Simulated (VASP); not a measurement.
# BaAg2As2 (I4/mmm) in VASP: single point with PBE

Aim: the single point of BaAg2As2 with PBE.

Everything below comes from runs of VASP 6.6.1. Logs are shortened: lines on timing, memory, paths and dates and some standing lists are left out, and cuts for length are marked.

## 1. The cell of the first run

The structure is tetragonal, space group I4/mmm (No. 139). Conventional cell: a = 4.603 Å, b = 4.603 Å, c = 10.867 Å, α = 90.00°, β = 90.00°, γ = 90.00°. Within 4.7 Å of Ba (site symmetry 4/mmm) lie 10 As at 3.49 to 4.18 Å and 8 Ag at 3.56 Å and 4 Ba at 4.60 Å. Within 3.6 Å of Ag (site symmetry -4m2) lie 4 As at 2.72 Å and 4 Ag at 3.25 Å and 4 Ba at 3.56 Å. Within 3.3 Å of As (site symmetry 4mm) lie 1 As at 2.52 Å and 4 Ag at 2.72 Å.

## 2. Single point, PBE

INCAR

```
PREC     = Accurate       # precision mode
ENCUT    = 520            # plane-wave cutoff, eV
EDIFF    = 1E-7           # SCF threshold, eV
ISMEAR   = -1             # smearing method
SIGMA    = 0.05           # smearing width, eV
LREAL    = F              # projectors in reciprocal space
LASPH    = T              # aspherical terms in the spheres
NELM     = 80             # most SCF steps
ALGO     = Fast           # electronic algorithm
ISIF     = 2              # what is computed and relaxed
LWAVE    = F              # write WAVECAR
LCHARG   = F              # write CHGCAR
GGA      = PE             # functional
NBANDS   = 29             # bands
```

KPOINTS

```
regular mesh
0
Gamma
  8 8 8
```

POSCAR

```
BaAg2As2
1.0
   -2.3012500000      2.3012500000      5.4336000000
    2.3012500000     -2.3012500000      5.4336000000
    2.3012500000      2.3012500000     -5.4336000000
Ba Ag As
1 2 2
Direct
    0.0000000000      0.0000000000      0.0000000000
    0.2500000000      0.7500000000      0.5000000000
    0.7500000000      0.2500000000      0.5000000000
    0.6158000000      0.6158000000      0.0000000000
    0.3842000000      0.3842000000      0.0000000000
```

Potentials or basis: VASP PAW PBE potentials, release 64 (Ba_sv, Ag, As).

Command:

```sh
cat potpaw_PBE.64/Ba_sv/POTCAR potpaw_PBE.64/Ag/POTCAR potpaw_PBE.64/As/POTCAR > POTCAR
mpirun -np 1 vasp_std > vasp.out
```

OUTCAR:

```text
PREC = Accurate
   ENCUT = 520
   EDIFF = 1E-7
   ISMEAR = -1
   LREAL = F
   LASPH = T
   NELM = 80
   ISIF = 2
   GGA = PE

 ion  position               nearest neighbor table
   1  0.000  0.000  0.000-   4 3.49   4 3.49   4 3.49   5 3.49   4 3.49   5 3.49   5 3.49   5 3.49
                             2 3.56   3 3.56   3 3.56   2 3.56   3 3.56   2 3.56   2 3.56   3 3.56
   2  0.250  0.750  0.500-   5 2.72   4 2.72   5 2.72   4 2.72   3 3.25   3 3.25   3 3.25   3 3.25
                             1 3.56   1 3.56   1 3.56   1 3.56
   3  0.750  0.250  0.500-   5 2.72   4 2.72   5 2.72   4 2.72   2 3.25   2 3.25   2 3.25   2 3.25
                             1 3.56   1 3.56   1 3.56   1 3.56
   4  0.616  0.616  0.000-   5 2.52   3 2.72   2 2.72   2 2.72   3 2.72   1 3.49   1 3.49   1 3.49
                             1 3.49
   5  0.384  0.384  0.000-   4 2.52   2 2.72   3 2.72   3 2.72   2 2.72   1 3.49   1 3.49   1 3.49
                             1 3.49

  LATTYP: Found a body centered tetragonal cell.
 ALAT       =     4.6025000000
 C/A-ratio  =     2.3611515481

  Lattice vectors:

 A1 = (  -2.3012500000,   2.3012500000,   5.4336000000)
 A2 = (   2.3012500000,  -2.3012500000,   5.4336000000)
 A3 = (   2.3012500000,   2.3012500000,  -5.4336000000)

Analysis of symmetry for initial positions (statically):
=====================================================================
 Subroutine PRICEL returns:
 Original cell was already a primitive cell.

 Routine SETGRP: Setting up the symmetry group for a
 body centered tetragonal supercell.

 Subroutine GETGRP returns: Found 16 space group operations
 (whereof 16 operations were pure point group operations)
 out of a pool of 16 trial point group operations.

The static configuration has the point symmetry D_4h.

Analysis of symmetry for dynamics (positions and initial velocities):
=====================================================================
 Subroutine PRICEL returns:
 Original cell was already a primitive cell.

 Routine SETGRP: Setting up the symmetry group for a
 body centered tetragonal supercell.

 Subroutine GETGRP returns: Found 16 space group operations
 (whereof 16 operations were pure point group operations)
 out of a pool of 16 trial point group operations.

The dynamic configuration has the point symmetry D_4h.

 Subroutine INISYM returns: Found 16 space group operations
 (whereof 16 operations are pure point group operations),
 and found     1 'primitive' translations

[... 103 lines left out ...]
   NSW    =      0    number of steps for IOM
   IBRION =     -1    ionic relax: 0-MD 1-quasi-New 2-CG
   NFREE  =      0    steps in history (QN), initial steepest desc. (CG)
   ISIF   =      2    stress and relaxation
   ISYM   =      2    0-nonsym 1-usesym 2-fastsym
   POTIM  = 0.5000    time-step for ionic-motion
   TEBEG  =    0.0;   TEEND  =   0.0 temperature during run
   PSTRESS=    0.0 pullay stress
   NELECT =      42.0000    total number of electrons
   NUPDOWN=      -1.0000    fix difference up-down
   EMIN   =  10.00;   EMAX   =-10.00  energy-range for DOS
   EFERMI =   0.00;   METHOD = LEGACY
   ISMEAR =    -1;   SIGMA  =   0.05  broadening in eV -4-tet -1-fermi 0-gaus
   EFERMI_NEDOS =   21; number of points for ismear=-14 and -15
   IALGO  =     68    algorithm
   IMIX   =      4    mixing-type and parameters
     AMIX     =   0.40;   BMIX     =  1.00
     AMIX_MAG =   1.60;   BMIX_MAG =  1.00
  volume/ion in A,a.u.               =      23.02       155.35
  Fermi-wavevector in a.u.,A,eV,Ry     =   1.169857  2.210709 18.620468  1.368566
  Thomas-Fermi vector in A             =   2.306324
   LORBIT       =      0    0 simple, 1 ext, 2 COOP (PROOUT), +10 PAW based schemes
   GGA     = PE    functional components
   LHFCALC =     F    Hartree Fock is set to
   AEXX    =    0.0000 exact exchange contribution
   IVDW    =     0    specifies the selected vdW correction
   LEPSILON=     F    determine dielectric tensor
   LRPA    =     F    only Hartree local field effects (RPA)
 non-spin polarized calculation
 RMM-DIIS sequential band-by-band and
  energy-cutoff  :      520.00
  volume of cell :      115.10
 maximum number of plane-waves:      3132
   NGX = 23   NGY = 23   NGZ = 23

 number of electron      41.9999999 magnetization

 Free energy of the ion-electron system (eV)
  ---------------------------------------------------
  ext. energy  EPLUGINS =         0.00000000
  ---------------------------------------------------
  free energy    TOTEN  =       -19.06735861 eV

  energy without entropy =      -19.05327435  energy(sigma->0) =      -19.06031648

 E-fermi :   5.9068     XC(G=0): -10.3598

 val. band max:        5.8772809949   @ k =   0.3750   0.2500   0.1250
 cond. band min:       5.9089374584   @ k =  -0.1250   0.5000   0.1250
 fundamental gap:      0.0316564635
 Fermi energy:         5.9067539981

 k-point     1 :       0.0000    0.0000    0.0000
  band No.  band energies     occupation
      1     -22.1961      2.00000
      2      -7.5731      2.00000
      3      -7.4276      2.00000
      4      -7.4276      2.00000
      5      -6.6735      2.00000
      6      -4.2170      2.00000
[... 757 lines left out ...]
     28      10.6098      0.00000
     29      11.6681      0.00000

 [... further k-points ...]

------------------------ aborting loop because EDIFF is reached ----------------------------------------

  FORCE on cell =-STRESS in cart. coord.  units (eV):
  Direction    XX          YY          ZZ          XY          YZ          ZX
  --------------------------------------------------------------------------------------
  -------------------------------------------------------------------------------------
  Total        1.6070255      1.6070255      3.2793535      0.0000000      0.0000000      0.0000000
  in kB       22.3695941     22.3695941     45.6481893      0.0000000      0.0000000      0.0000000
  external PRESSURE =      30.1291258 kB  Pullay stress =       0.0000000 kB

 VOLUME and BASIS-vectors are now :
 -----------------------------------------------------------------------------
  energy-cutoff  :      520.00
  volume of cell :      115.10
      direct lattice vectors                 reciprocal lattice vectors
    -2.301250000  2.301250000  5.433600000     0.000000000  0.217273221  0.092020024
     2.301250000 -2.301250000  5.433600000     0.217273221  0.000000000  0.092020024
     2.301250000  2.301250000 -5.433600000     0.217273221  0.217273221  0.000000000

 POSITION                                       TOTAL-FORCE (eV/Angst)
 -----------------------------------------------------------------------------------
      0.00000      0.00000      0.00000        -0.000000     -0.000000      0.000000
      2.30125     -0.00000      2.71680        -0.000000     -0.000000      0.000000
     -0.00000      2.30125      2.71680        -0.000000     -0.000000      0.000000
      0.00000      0.00000      6.69202        -0.000000     -0.000000      0.270237
      0.00000      0.00000      4.17518         0.000000      0.000000     -0.270237
 -----------------------------------------------------------------------------------
    total drift:                                0.000000     -0.000000      0.000000

  FREE ENERGIE OF THE ION-ELECTRON SYSTEM (eV)
  ---------------------------------------------------
  free  energy   TOTEN  =       -19.0673586061 eV

  energy  without entropy=      -19.0532743503  energy(sigma->0) =      -19.06031648
```

Wall time 8.9 min (1 thread of Intel Xeon 8259CL, shared host); peak memory 0.46 GiB.

What came out:

```
Free energy            : -19.0674 eV
Pressure               : 3.0 GPa
Largest force          : 0.270 eV/Å
Band gap on the k mesh : zero (bands 21 and 22 overlap by 0.81 eV)
```

Forces in eV/Å, atoms in the order of the input:
```
Ba   0.000  0.000  0.000
Ag   0.000  0.000  0.000
Ag   0.000  0.000  0.000
As   0.000  0.000  0.270
As   0.000  0.000 -0.270
```

Caveat: the cell stands under pressure; spin-orbit coupling is left out, which moves the levels of the heavy elements.
